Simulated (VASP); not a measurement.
**Li19F20 (a cell with a defect): single point with PBE**

The system is Li19F20 (a cell with a defect).

```xyz
39
Lattice="-2.0341 -4.0682 6.1023 2.0341 -4.0682 -6.1023 6.1023 4.0682 2.0341" Properties=species:S:1:pos:R:3 pbc="T T T"
Li    1.9862   -4.1255   -2.0221
Li    4.1128   -2.0341   -1.9819
Li    2.0221   -4.0109   -6.1501
Li    1.9894   -6.1023   -0.0522
Li    4.1160   -4.0109   -0.0120
Li    4.1204   -2.0341    1.9894
Li   -0.0120   -4.1255   -0.0479
Li    1.9891   -2.0341    0.0007
Li    4.1160   -0.0573   -0.0120
Li    6.1143   -0.0573   -1.9862
Li    0.0007   -6.1023    2.0791
Li    2.0341   -4.0682    2.0341
Li    4.0674    2.0341    1.9891
Li    4.0802    0.0573    4.1160
Li   -0.0522   -2.0341    2.0788
Li    2.0341    0.0000    2.0341
Li    6.1023    2.0341    0.0000
Li   -0.0479   -4.0109    4.0802
Li    2.0791   -2.0341    4.0674
F     3.9506   -2.0341    0.0005
F     6.1023    0.1007    0.0000
F     2.0393   -2.0341   -2.0325
F     4.0726   -4.0535    2.0129
F     0.0005   -6.1023    0.1176
F     2.0129   -4.0829   -0.0044
F     2.0341   -2.0341    2.0341
F     4.0726   -0.0147    2.0129
F    -0.0016   -2.0341    0.0052
F     2.0129    0.0147   -0.0044
F     4.0894   -0.0147   -2.0297
F     4.0698   -2.0341    4.0630
F    -0.0044   -4.0535    2.0553
F     4.0682   -2.0341   -4.0682
F     2.0553    0.0147    4.0726
F     6.1017   -2.0341   -2.1517
F     2.0297   -4.0829   -4.0469
F     2.0289   -2.0341    6.1007
F     4.0682   -0.1007    6.1023
F     0.1176   -2.0341    4.0676
```

This cell differs from its parent crystal: atoms taken out, then relaxed in part.

```json
{"Program": "VASP 6.6.1", "Task": "single point", "Functional": "PBE", "Potentials or basis": "VASP PAW PBE potentials, release 64 (Li_sv, F)", "Cutoff": "520 eV", "k mesh": "2 × 2 × 2, shifted", "Occupations": "gaussian, width 0.01 eV", "Spin": "collinear spin"}
```

The largest force is 0.006 eV/Å, the band gap on the k mesh is zero (filled and empty bands overlap) and the net moment is 1.00 μB per cell. The site moments are Li -0.00; F +0.07, +0.04, +0.03 (each value once) μB and the valence electrons inside the program's atomic spheres are Li 2.06, 2.07 (each value once); F 6.11, 6.12 (each value once).

Forces on the atoms (eV/Å):
```
Li   0.002  0.003  0.000
Li   0.000  0.000 -0.003
Li   0.000 -0.003  0.002
Li   0.000  0.000  0.003
Li  -0.002 -0.003  0.000
Li  -0.003  0.000  0.000
Li   0.000  0.003  0.002
Li  -0.005  0.000  0.001
Li  -0.002  0.003  0.000
Li   0.000  0.003 -0.002
Li   0.001  0.000  0.005
Li   0.000  0.000  0.000
Li  -0.001  0.000 -0.005
Li   0.000 -0.003 -0.002
Li   0.003  0.000  0.000
Li   0.000  0.000  0.000
Li   0.000  0.000  0.000
Li   0.002 -0.003  0.000
Li   0.005  0.000 -0.001
F    0.003  0.000  0.005
F    0.000 -0.001  0.000
F   -0.003  0.000  0.002
F   -0.001 -0.005  0.001
F    0.005  0.000 -0.003
F    0.001  0.005  0.001
F    0.000  0.000  0.000
F   -0.001  0.005  0.001
F   -0.002  0.000 -0.003
F    0.001 -0.005  0.001
F   -0.001  0.005 -0.001
F    0.002  0.000  0.003
F    0.001 -0.005 -0.001
F    0.000  0.000  0.000
F   -0.001 -0.005 -0.001
F   -0.005  0.000  0.003
F    0.001  0.005 -0.001
F    0.003  0.000 -0.002
F    0.000  0.001  0.000
F   -0.003  0.000 -0.005
```

Levels at points of the mesh, in eV from the Fermi level:
Spin up:
```
           k point  band 95  band 96  band 97  band 98  band 99  band 100  band 101  band 102  band 103  band 104
(0.25, 0.25, 0.25)    -0.22    -0.11    -0.11    -0.08    -0.07     10.15     10.18     10.18     10.25     11.27
```
Spin down:
```tsv
k point	band 95	band 96	band 97	band 98	band 99	band 100	band 101	band 102
(0.25, 0.25, 0.25)	-0.09	-0.04	-0.04	0.05	0.05	10.19	10.20	10.20
```

Wall time 7.7 min on 1 thread of Intel(R) Xeon(R) Platinum 8488C (Sapphire Rapids), with other jobs on the host, peak memory 0.71 GiB.

Caveat: the k points lie up to 0.52 Å⁻¹ apart; the cell differs from its parent crystal (atoms taken out, then relaxed in part).
